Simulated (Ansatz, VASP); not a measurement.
**Two plane-wave programs on Au**

```
Au
1.0
     4.97108    0.00000    0.00000
    -2.48554    4.30509    0.00000
     0.00000    0.00000    2.97096
Au
3
Cartesian
  2.4855 4.3051 0.0000
  0.0000 2.8701 1.4855
  2.4855 1.4350 1.4855
```

Alike in both runs: task single point; functional RPBE; k mesh 9 × 9 × 12; occupations fermi-dirac, width 0.1 eV; no spin polarisation.

|  | VASP | Ansatz |
| --- | --- | --- |
| version | VASP 6.6.1 | Ansatz 0.2.0 |
| potentials or method | VASP PAW PBE potentials, release 64 (Au), cutoff 520 eV | plane waves (420 eV) with PAW, scalar-relativistic |
| valence electrons in the cell | 33 | 57 |

```tsv
	VASP	Ansatz	Ansatz less VASP
pressure (GPa)	-9.3	-9.2	+0.08
traceless stress, the component that is largest in VASP (GPa)	-0.85	-0.86	-0.007
```

VASP's potentials were made for PBE, not for RPBE. VASP's potentials hold 33 valence electrons a cell and Ansatz's 57, so a difference there can come from the potentials and not from the codes.

Spin-orbit coupling is off throughout.
